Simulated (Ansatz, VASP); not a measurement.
## Two plane-wave programs on Sn

```
CELL_PARAMETERS angstrom
0.00000 3.32890 3.32890
3.32890 0.00000 3.32890
3.32890 3.32890 0.00000
ATOMIC_POSITIONS crystal
Sn 0.50000 0.50000 0.50000
Sn 0.75000 0.75000 0.75000
```

Alike in both runs: task single point; functional PBE; k mesh 8 × 8 × 8; occupations methfessel-paxton of order 1, width 0.01 eV; no spin polarisation.

|  | VASP | Ansatz |
| --- | --- | --- |
| version | VASP 6.6.1 | Ansatz 0.2.0 |
| potentials or method | VASP PAW PBE potentials, release 64 (Sn_d), cutoff 520 eV | plane waves (420 eV) with PAW, scalar-relativistic |
| valence electrons in the cell | 28 | 28 |

```tsv
	VASP	Ansatz	Ansatz less VASP
pressure (GPa)	-0.1	-0.1	+0.05
```

With one functional, cell and mesh, what is left measures potentials, basis and numerics.
